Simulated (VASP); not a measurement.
# Al3Sn2H3 (Pm-3m) in VASP: further runs

Runs on Al3Sn2H3. Level: PBE. Tasks: single point, relaxation of cell and atoms.

Program: VASP 6.6.1. These are calculated values, not measurements. Logs are shortened: lines on timing, memory, paths and dates and some standing lists are left out, and cuts for length are marked.

### 1 The cell of the first run

Symmetry: Pm-3m, No. 221, cubic system. Conventional cell: a = 5.235 Å, b = 5.235 Å, c = 5.235 Å, α = 90.00°, β = 90.00°, γ = 90.00°. Within 3.5 Å of Al (site symmetry 4/mmm) lie 2 Sn at 2.62 Å and 4 H at 2.62 Å. Within 3.5 Å of Sn (site symmetry m-3m) lie 6 H at 2.62 Å. Within 3.5 Å of Sn (site symmetry m-3m) lie 6 Al at 2.62 Å. H (site symmetry 4/mmm) has 4 Al at 2.62 Å and 2 Sn at 2.62 Å within 3.5 Å.

### 2 Single point, PBE

Contents of INCAR:

```
PREC = Accurate ; ENCUT = 520
EDIFF = 1E-6 ; ISMEAR = 0
SIGMA = 0.1 ; LREAL = False
LASPH = True ; NELM = 100
ALGO = Normal ; ISIF = 2
LWAVE = False ; LCHARG = False
GGA = PE ; NBANDS = 30
```

Contents of KPOINTS:

```
regular mesh
0
Gamma
  4 4 4
```

Contents of POSCAR:

```
Al3Sn2H3
1.0
    5.2346479483      0.0000000000      0.0000000000
    0.0000000000      5.2346479483      0.0000000000
    0.0000000000      0.0000000000      5.2346479483
Al Sn H
3 2 3
Direct
    0.5000000000      0.0000000000      0.0000000000
    0.0000000000      0.5000000000      0.0000000000
    0.0000000000      0.0000000000      0.5000000000
    0.5000000000      0.5000000000      0.5000000000
    0.0000000000      0.0000000000      0.0000000000
    0.0000000000      0.5000000000      0.5000000000
    0.5000000000      0.0000000000      0.5000000000
    0.5000000000      0.5000000000      0.0000000000
```

Potentials or basis: VASP PAW PBE potentials, release 64 (Al, Sn_d, H).

Started as:

```console
$ cat potpaw_PBE.64/Al/POTCAR potpaw_PBE.64/Sn_d/POTCAR potpaw_PBE.64/H/POTCAR > POTCAR
$ mpirun -np 1 vasp_std > vasp.out
```

OUTCAR:

```text
PREC = Accurate
   ENCUT = 520
   EDIFF = 1E-6
   ISMEAR = 0
   LREAL = False
   LASPH = True
   NELM = 100
   ISIF = 2
   GGA = PE

 ion  position               nearest neighbor table
   1  0.500  0.000  0.000-   5 2.62   5 2.62
   2  0.000  0.500  0.000-   5 2.62   5 2.62
   3  0.000  0.000  0.500-   5 2.62   5 2.62
   4  0.500  0.500  0.500-
   5  0.000  0.000  0.000-   1 2.62   2 2.62   3 2.62   3 2.62   2 2.62   1 2.62
   6  0.000  0.500  0.500-
   7  0.500  0.000  0.500-
   8  0.500  0.500  0.000-

  LATTYP: Found a simple cubic cell.
 ALAT       =     5.2346479483

  Lattice vectors:

 A1 = (   5.2346479483,   0.0000000000,   0.0000000000)
 A2 = (   0.0000000000,   5.2346479483,   0.0000000000)
 A3 = (   0.0000000000,   0.0000000000,   5.2346479483)

Analysis of symmetry for initial positions (statically):
=====================================================================
 Subroutine PRICEL returns:
 Original cell was already a primitive cell.

 Routine SETGRP: Setting up the symmetry group for a
 simple cubic supercell.

 Subroutine GETGRP returns: Found 48 space group operations
 (whereof 48 operations were pure point group operations)
 out of a pool of 48 trial point group operations.

The static configuration has the point symmetry O_h .

Analysis of symmetry for dynamics (positions and initial velocities):
=====================================================================
 Subroutine PRICEL returns:
 Original cell was already a primitive cell.

 Routine SETGRP: Setting up the symmetry group for a
 simple cubic supercell.

 Subroutine GETGRP returns: Found 48 space group operations
 (whereof 48 operations were pure point group operations)
 out of a pool of 48 trial point group operations.

The dynamic configuration has the point symmetry O_h .

 Subroutine INISYM returns: Found 48 space group operations
 (whereof 48 operations are pure point group operations),
 and found     1 'primitive' translations

----------------------------------------------------------------------------------------

                                     Primitive cell

  volume of cell :     143.4374

  direct lattice vectors                    reciprocal lattice vectors
     5.234647948  0.000000000  0.000000000     0.191034815  0.000000000  0.000000000
     0.000000000  5.234647948  0.000000000     0.000000000  0.191034815  0.000000000
     0.000000000  0.000000000  5.234647948     0.000000000  0.000000000  0.191034815

  length of vectors
     5.234647948  5.234647948  5.234647948     0.191034815  0.191034815  0.191034815

  position of ions in fractional coordinates (direct lattice)
     0.500000000  0.000000000  0.000000000
     0.000000000  0.500000000  0.000000000
     0.000000000  0.000000000  0.500000000
     0.500000000  0.500000000  0.500000000
     0.000000000  0.000000000  0.000000000
     0.000000000  0.500000000  0.500000000
     0.500000000  0.000000000  0.500000000
     0.500000000  0.500000000  0.000000000

  ion indices of the primitive-cell ions
   primitive index   ion index
                 1           1
                 2           2
                 3           3
                 4           4
                 5           5
                 6           6
                 7           7
                 8           8

----------------------------------------------------------------------------------------

 KPOINTS: regular mesh

Automatic generation of k-mesh.
 Grid dimensions read from file:
 generate k-points for:    4    4    4

 Generating k-lattice:

  Cartesian coordinates                     Fractional coordinates (reciprocal lattice)
     0.047758704  0.000000000  0.000000000     0.250000000  0.000000000  0.000000000
     0.000000000  0.047758704  0.000000000     0.000000000  0.250000000  0.000000000
     0.000000000  0.000000000  0.047758704     0.000000000  0.000000000  0.250000000

  Length of vectors
     0.047758704  0.047758704  0.047758704

  Shift w.r.t. Gamma in fractional coordinates (k-lattice)
     0.000000000  0.000000000  0.000000000

 Subroutine IBZKPT returns following result:
 ===========================================

 Found     10 irreducible k-points:

 Following reciprocal coordinates:
            Coordinates               Weight
  0.000000  0.000000  0.000000      1.000000
  0.250000  0.000000  0.000000      6.000000
  0.500000  0.000000  0.000000      3.000000
  0.250000  0.250000  0.000000     12.000000
  0.500000  0.250000  0.000000     12.000000
  0.500000  0.500000  0.000000      3.000000
  0.250000  0.250000  0.250000      8.000000
  0.500000  0.250000  0.250000     12.000000
  0.500000  0.500000  0.250000      6.000000
  0.500000  0.500000  0.500000      1.000000
   k-points           NKPTS =     10   k-points in BZ     NKDIM =     10   number of bands    NBANDS=     30
   number of dos      NEDOS =    301   number of ions     NIONS =      8
   total plane-waves  NPLWV =  64000
   dimension x,y,z NGX =    40 NGY =   40 NGZ =   40
   dimension x,y,z NGXF=    80 NGYF=   80 NGZF=   80
   ions per type =               3   2   3
   NGX,Y,Z   is equivalent  to a cutoff of  12.70, 12.70, 12.70 a.u.
   NGXF,Y,Z  is equivalent  to a cutoff of  25.41, 25.41, 25.41 a.u.
 SYSTEM =  unknown system
   PREC   = accura    normal or accurate (medium, high low for compatibility)
   ISTART =      0    job   : 0-new  1-cont  2-samecut
   ICHARG =      2    charge: 1-file 2-atom 10-const
   ISPIN  =      1    spin polarized calculation?
   LNONCOLLINEAR =      F non collinear calculations
   LSORBIT =      F    spin-orbit coupling
   LASPH  =      T    aspherical Exc in radial PAW
   ENCUT  =  520.0 eV  38.22 Ry    6.18 a.u.   9.73  9.73  9.73*2*pi/ulx,y,z
   NELM   =    100;   NELMIN=  2; NELMDL= -5     # of ELM steps
   EDIFF  = 0.1E-05   stopping-criterion for ELM
   LREAL  =      F    real-space projection
   EDIFFG = 0.1E-04   stopping-criterion for IOM
   NSW    =      0    number of steps for IOM
   IBRION =     -1    ionic relax: 0-MD 1-quasi-New 2-CG
   NFREE  =      0    steps in history (QN), initial steepest desc. (CG)
   ISIF   =      2    stress and relaxation
   ISYM   =      2    0-nonsym 1-usesym 2-fastsym
   POTIM  = 0.5000    time-step for ionic-motion
   TEBEG  =    0.0;   TEEND  =   0.0 temperature during run
   PSTRESS=    0.0 pullay stress
   NELECT =      40.0000    total number of electrons
   NUPDOWN=      -1.0000    fix difference up-down
   EMIN   =  10.00;   EMAX   =-10.00  energy-range for DOS
   EFERMI =   0.00;   METHOD = LEGACY
   ISMEAR =     0;   SIGMA  =   0.10  broadening in eV -4-tet -1-fermi 0-gaus
   EFERMI_NEDOS =   21; number of points for ismear=-14 and -15
   IALGO  =     38    algorithm
   IMIX   =      4    mixing-type and parameters
     AMIX     =   0.40;   BMIX     =  1.00
     AMIX_MAG =   1.60;   BMIX_MAG =  1.00
  volume/ion in A,a.u.               =      17.93       121.00
  Fermi-wavevector in a.u.,A,eV,Ry     =   1.069565  2.021186 15.564659  1.143970
  Thomas-Fermi vector in A             =   2.205249
   LORBIT       =      0    0 simple, 1 ext, 2 COOP (PROOUT), +10 PAW based schemes
   GGA     = PE    functional components
   LHFCALC =     F    Hartree Fock is set to
   AEXX    =    0.0000 exact exchange contribution
   IVDW    =     0    specifies the selected vdW correction
   LEPSILON=     F    determine dielectric tensor
   LRPA    =     F    only Hartree local field effects (RPA)
 non-spin polarized calculation
 Gauss-broadening in eV      SIGMA  =   0.10
  energy-cutoff  :      520.00
  volume of cell :      143.44
 maximum number of plane-waves:      3900
 NGX is ok and might be reduce to    40
   NGX = 19   NGY = 19   NGZ = 19

 number of electron      39.9999975 magnetization

 Free energy of the ion-electron system (eV)
  ---------------------------------------------------
  ext. energy  EPLUGINS =         0.00000000
  ---------------------------------------------------
  free energy    TOTEN  =       -23.45449780 eV

  energy without entropy =      -23.43898807  energy(sigma->0) =      -23.44674293

 E-fermi :   5.3164     XC(G=0):  -9.3088

 val. band max:        5.2461563661   @ k =   0.5000   0.5000   0.0000
 cond. band min:       5.3529341600   @ k =   0.5000   0.2500   0.2500
 fundamental gap:      0.1067777939
 Fermi energy:         5.3163771530

 k-point     1 :       0.0000    0.0000    0.0000
  band No.  band energies     occupation
      1     -16.3736      2.00000
      2     -16.3736      2.00000
      3     -16.2718      2.00000
      4     -16.2718      2.00000
      5     -16.2718      2.00000
      6     -16.0754      2.00000
[... 22 lines left out ...]
     29       9.1731      0.00000
     30       9.1731      0.00000

 k-point     2 :       0.2500    0.0000    0.0000
  band No.  band energies     occupation
      1     -16.3735      2.00000
      2     -16.3708      2.00000
      3     -16.2719      2.00000
      4     -16.2719      2.00000
      5     -16.2717      2.00000
      6     -16.0756      2.00000
[... 22 lines left out ...]
     29       9.3451      0.00000
     30       9.4301      0.00000

 k-point     3 :       0.5000    0.0000    0.0000
  band No.  band energies     occupation
      1     -16.3735      2.00000
      2     -16.3680      2.00000
      3     -16.2720      2.00000
      4     -16.2720      2.00000
      5     -16.2717      2.00000
      6     -16.0759      2.00000
[... 220 lines left out ...]
     29      10.0536      0.00000
     30      10.1380      0.00000

 k-point    10 :       0.5000    0.5000    0.5000
  band No.  band energies     occupation
      1     -16.3651      2.00000
      2     -16.3651      2.00000
      3     -16.2723      2.00000
      4     -16.2723      2.00000
      5     -16.2723      2.00000
      6     -16.0763      2.00000
[... 22 lines left out ...]
     29       9.6396      0.00000
     30      10.2087      0.00000

------------------------ aborting loop because EDIFF is reached ----------------------------------------

  FORCE on cell =-STRESS in cart. coord.  units (eV):
  Direction    XX          YY          ZZ          XY          YZ          ZX
  --------------------------------------------------------------------------------------
  -------------------------------------------------------------------------------------
  Total       -0.1422385     -0.1422385     -0.1422385     -0.0000000      0.0000000      0.0000000
  in kB       -1.5887861     -1.5887861     -1.5887861     -0.0000000      0.0000000      0.0000000
  external PRESSURE =      -1.5887861 kB  Pullay stress =       0.0000000 kB

 VOLUME and BASIS-vectors are now :
 -----------------------------------------------------------------------------
  energy-cutoff  :      520.00
  volume of cell :      143.44
      direct lattice vectors                 reciprocal lattice vectors
     5.234647948  0.000000000  0.000000000     0.191034815  0.000000000  0.000000000
     0.000000000  5.234647948  0.000000000     0.000000000  0.191034815  0.000000000
     0.000000000  0.000000000  5.234647948     0.000000000  0.000000000  0.191034815

 POSITION                                       TOTAL-FORCE (eV/Angst)
 -----------------------------------------------------------------------------------
      2.61732      0.00000      0.00000         0.000000      0.000000      0.000000
      0.00000      2.61732      0.00000         0.000000      0.000000      0.000000
      0.00000      0.00000      2.61732         0.000000      0.000000      0.000000
      2.61732      2.61732      2.61732         0.000000      0.000000      0.000000
      0.00000      0.00000      0.00000         0.000000      0.000000      0.000000
      0.00000      2.61732      2.61732         0.000000      0.000000      0.000000
      2.61732      0.00000      2.61732         0.000000      0.000000      0.000000
      2.61732      2.61732      0.00000         0.000000      0.000000      0.000000
 -----------------------------------------------------------------------------------
    total drift:                               -0.000000      0.000000     -0.000000

  FREE ENERGIE OF THE ION-ELECTRON SYSTEM (eV)
  ---------------------------------------------------
  free  energy   TOTEN  =       -23.4544977973 eV

  energy  without entropy=      -23.4389880698  energy(sigma->0) =      -23.44674293
```

Run time: 21 s. Hardware: 1 thread of AMD EPYC 9R45 (Zen 5), shared host; peak memory 0.21 GiB.

What came out:

```yaml
Free_energy: -23.4545 eV
Pressure: -0.2 GPa
Band_gap_on_the_k_mesh: zero (band 20 reaches 8.86 eV, above the bottom of band 21 at 4.83 eV)
```

Levels at points of the mesh, in eV from the Fermi level:
| k point | band 18 | band 19 | band 20 | band 21 | band 22 | band 23 |
| --- | --- | --- | --- | --- | --- | --- |
| (0.00, 0.00, 0.00) | -1.32 | -0.48 | -0.48 | 0.12 | 0.12 | 0.12 |
| (0.50, 0.00, 0.00) | -2.85 | -1.19 | -1.19 | -0.36 | 0.91 | 2.21 |
| (0.50, 0.50, 0.00) | -2.71 | -2.28 | -0.07 | 0.35 | 0.35 | 2.91 |
| (0.50, 0.50, 0.50) | -5.13 | 3.55 | 3.55 | 3.55 | 3.59 | 3.59 |

Caveat: spin-orbit coupling is left out, which moves the levels of the heavy elements.

[end of part 1 of 2]
